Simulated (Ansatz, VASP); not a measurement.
# Two plane-wave programs on SiGe2

```xyz
3
Lattice="5.1383 0.0000 0.0000 -2.5692 4.4499 0.0000 0.0000 0.0000 2.4688" Properties=species:S:1:pos:R:3 pbc="T T T"
Si    0.0000    0.0000    1.2344
Ge    0.0000    2.9666    1.2344
Ge    2.5692    1.4833    1.2344
```

Alike in both runs: functional PBE; k mesh 6 × 6 × 4; occupations gaussian, width 0.1 eV; no spin polarisation.

Ansatz relaxed the structure, and its values are those at the end. VASP's run is a single point on that final structure, the one shown.

```csv
,VASP,Ansatz
version,VASP 6.6.1,Ansatz 0.2.0
potentials or method,"VASP PAW PBE potentials, release 64 (Si, Ge_d), cutoff 520 eV","scalar-relativistic, plane waves, PAW"
valence electrons in the cell,32,32
```

```csv
,VASP,Ansatz,Ansatz less VASP
gap on the k mesh at the Fermi level (eV),none,none,-
pressure (GPa),-0.1,0.0,+0.15
```

A gap of «none» marks a metal or a gap that the smearing closes. The functional is the same, so the differences come from potentials, cutoffs and numerics.

The k mesh is coarse, so the values compare programs but aren't converged.
